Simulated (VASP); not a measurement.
**LiRe2: relaxation of cell and atoms with PBE**

LiRe2:

```
Li Re
1.0
     0.00000    3.50711    3.50711
     3.50711    0.00000    3.50711
     3.50711    3.50711    0.00000
Li Re
2 4
Direct
  0.00000 0.00000 0.00000
  0.25000 0.25000 0.25000
  0.62500 0.62500 0.62500
  0.12500 0.62500 0.62500
  0.62500 0.12500 0.62500
  0.62500 0.62500 0.12500
```

| Item | Value |
| --- | --- |
| Program | VASP 6.6.1 |
| Task | relaxation of cell and atoms |
| Functional | PBE |
| Potentials or basis | VASP PAW PBE potentials, release 64 (Li_sv, Re) |
| Cutoff | 600 eV |
| k mesh | 4 × 4 × 4 |
| Occupations | gaussian, width 0.1 eV |
| Spin | no spin polarisation |
| Dipole correction | no |
| Further INCAR settings | ALGO = Normal; EDIFF = 1e-06; IBRION = 2; EDIFFG = -0.04; NSW = 90; ISIF = 3 |

```json
{"Relaxed volume": "16.38 Å³/atom", "Relaxed cell": "a = 5.180 Å, b = 5.180 Å, c = 5.180 Å, α = 60.00°, β = 60.00°, γ = 60.00°", "Space group after relaxing (to 0.05 Å)": "Fd-3m (No. 227)", "Energy gained by relaxing": "173.1 meV/atom", "Ionic steps": "4", "Pressure after relaxing": "-0.3 GPa", "Band gap on the k mesh": "zero (band 17 reaches 6.17 eV, above the bottom of band 18 at 3.70 eV)"}
```

Step by step:
```csv
step,energy change (eV),largest force (eV/Å),pressure (GPa),volume (Å³)
1,0.0000,0.0000,31.42,86.27
2,1.9297,0.0000,-26.53,126.49
3,-1.0326,0.0000,-1.86,99.16
4,-1.0384,0.0000,-0.30,98.30
```

Final structure:
```xyz
6
Lattice="0.0000 3.6630 3.6630 3.6630 0.0000 3.6630 3.6630 3.6630 0.0000" Properties=species:S:1:pos:R:3 pbc="T T T"
Li    0.0000    0.0000    0.0000
Li    1.8315    1.8315    1.8315
Re    4.5788    4.5788    4.5788
Re    4.5788    2.7473    2.7473
Re    2.7473    4.5788    2.7473
Re    2.7473    2.7473    4.5788
```

Levels at points of the mesh, in eV from the Fermi level:
```csv
k point,band 13,band 14,band 15,band 16,band 17,band 18,band 19,band 20,band 21
"(0.00, 0.00, 0.00)",1.64,1.64,1.64,1.65,1.65,1.65,2.04,2.06,2.06
"(0.50, 0.00, 0.00)",-1.84,-1.71,-1.28,-1.28,-0.76,-0.76,1.48,1.58,1.58
"(0.50, 0.50, 0.00)",-1.85,-1.85,-1.09,-1.09,-0.82,-0.82,-0.46,-0.46,1.61
```

It took 94 s on 1 thread of AMD EPYC 7R43 64-Core Processor (Zen 3), on a shared host, peak memory 0.22 GiB.

Caveat: the k points lie up to 0.37 Å⁻¹ apart in the final cell; the cutoff is under 1.25 times the usual one of these potentials, so pressure, stress and relaxed cells hold a basis-set (Pulay) error; spin-orbit coupling is left out, which moves the levels of the heavy elements.
